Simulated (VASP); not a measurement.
Runs of VASP 6.6.1 on BP. The structure is that of space group F-43m (No. 216), or close to it. The cells are those of the table. 

```tsv
task	level	cell	cutoff (eV)	gap on the mesh (eV)	pressure (GPa)	relaxed volume (Å³/atom)
single point	r2SCAN	a = 3.208 Å, angles 60.0°, 2 atoms	520	1.48	-0.5	-
single point	PBE+D4	a = 3.185 Å, angles 60.0°, 2 atoms	520	1.24	-0.2	-
single point	PBE+D3(BJ)	a = 3.187 Å, angles 60.0°, 2 atoms	520	1.24	-0.2	-
relaxation of cell and atoms	r2SCAN	relaxed from a = 3.209 Å, angles 60.0°, 2 atoms	600	1.47	0.0	11.64
relaxation of cell and atoms	PBE+D3(BJ)	relaxed from a = 3.209 Å, angles 60.0°, 2 atoms	600	1.24	0.0	(b)
single point	r2SCAN+D4	a = 3.197 Å, angles 60.0°, 2 atoms	520	1.46	-0.5	-
relaxation of cell and atoms	PBE+D4	relaxed from a = 3.209 Å, angles 60.0°, 2 atoms	600	1.24	0.0	11.41
relaxation of cell and atoms	r2SCAN+D4	relaxed from a = 3.209 Å, angles 60.0°, 2 atoms	600	1.46	0.0	(a)
```

Alike in all rows: potentials or basis VASP PAW PBE potentials, release 64 (B, P); no spin polarisation; k mesh 8 × 8 × 8; smearing gaussian 0.01 eV.

**Question.** Estimate the missing entries.

**Answer.** (a) 11.51; (b) 11.43.

Caveats: the PAW data sets were made with another functional, which shifts forces and pressure a little (some runs).

A k mesh can miss the band edges.
